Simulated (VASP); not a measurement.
Input of a VASP 6.6.1 run:

File INCAR:

```
ALGO     = Normal         # electronic algorithm
EDIFF    = 1E-6           # SCF threshold, eV
EDIFFG   = -0.01          # ionic threshold
ENCUT    = 600            # plane-wave cutoff, eV
GGA      = PE             # functional
IBRION   = 2              # ionic algorithm
ISIF     = 3              # what is computed and relaxed
ISMEAR   = 0              # smearing method
LASPH    = T              # aspherical terms in the spheres
LCHARG   = F              # write CHGCAR
LREAL    = F              # projectors in reciprocal space
LWAVE    = F              # write WAVECAR
NELM     = 60             # most SCF steps
NSW      = 100            # ionic steps
PREC     = Accurate       # precision mode
SIGMA    = 0.1            # smearing width, eV
```

File KPOINTS:

```
k-points
0
Gamma
  12 12 4
```

The input POSCAR:

```
TiC
1.0
    3.1011933000      0.0000000000      0.0000000000
   -1.5505966000      2.6857122000      0.0000000000
    0.0000000000      0.0000000000      9.7826734000
Ti C
4 4
Direct
    0.6666667000      0.3333333000      0.7500000000
    0.0000000000      0.0000000000      0.0000000000
    0.3333333000      0.6666667000      0.2500000000
    0.0000000000      0.0000000000      0.5000000000
    0.3333333000      0.6666667000      0.8754600000
    0.6666667000      0.3333333000      0.1245400000
    0.6666667000      0.3333333000      0.3754600000
    0.3333333000      0.6666667000      0.6245400000
```

Potentials or basis: VASP PAW PBE potentials, release 64 (Ti_sv, C).

The run is started by

```bash
$ cat potpaw_PBE.64/Ti_sv/POTCAR potpaw_PBE.64/C/POTCAR > POTCAR
$ mpirun -np 1 vasp_std > vasp.out
```

(1) Predict the band gap on the k mesh.

## Answers

(1) zero (bands 32 and 33 overlap by 0.89 eV).

Caveat: the relaxation stopped at its first step, so nothing moved.
